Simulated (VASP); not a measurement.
Crystal: Te.

```xyz
8
Lattice="6.1331 0.0000 0.0000 0.0000 6.1331 0.0000 0.0000 0.0000 6.1331" Properties=species:S:1:pos:R:3 pbc="T T T"
Te    0.0000    0.0000    0.0000
Te    3.0665    3.0665    3.0665
Te    1.5333    0.0000    3.0665
Te    4.5998    0.0000    3.0665
Te    3.0665    1.5333    0.0000
Te    3.0665    4.5998    0.0000
Te    0.0000    3.0665    1.5333
Te    0.0000    3.0665    4.5998
```

| Item | Value |
| --- | --- |
| Program | VASP 6.6.1 |
| Task | relaxation of cell and atoms |
| Functional | BLYP |
| Potentials or basis | VASP PAW PBE potentials, release 64 (Te) |
| Cutoff | 600 eV |
| k mesh | 4 × 4 × 4 |
| Occupations | fermi-dirac, width 0.1 eV |
| Spin | no spin polarisation |

At the start: pressure 6.7 GPa; volume 28.84 Å³/atom.

Problem. Where does the relaxation end?

Solution. Over 3 steps the energy falls by 79.0 meV/atom and the volume is 33.11 Å³/atom (+14.8 %); space group Pm-3n (No. 223, to 0.1 Å) before and after.

The path:
```tsv
step	energy change (eV)	largest force (eV/Å)	pressure (GPa)	volume (Å³)
1	0.0000	0.0000	6.74	230.69
2	-0.6059	0.0000	-0.98	273.60
3	-0.6324	0.0000	0.04	264.92
```

Final structure:
```cif
data_structure
_symmetry_space_group_name_H-M 'P 1'
_symmetry_Int_Tables_number 1
_cell_length_a 6.4225
_cell_length_b 6.4225
_cell_length_c 6.4225
_cell_angle_alpha 90.000
_cell_angle_beta 90.000
_cell_angle_gamma 90.000
_cell_volume 264.92
loop_
_atom_site_label
_atom_site_type_symbol
_atom_site_fract_x
_atom_site_fract_y
_atom_site_fract_z
_atom_site_occupancy
Te1 Te 0.00000 0.00000 0.00000 1
Te2 Te 0.50000 0.50000 0.50000 1
Te3 Te 0.25000 0.00000 0.50000 1
Te4 Te 0.75000 0.00000 0.50000 1
Te5 Te 0.50000 0.25000 0.00000 1
Te6 Te 0.50000 0.75000 0.00000 1
Te7 Te 0.00000 0.50000 0.25000 1
Te8 Te 0.00000 0.50000 0.75000 1
```

Caveat: the highest band is partly filled, so the run has too few bands; the PAW data sets were made with another functional, which shifts forces and pressure a little.
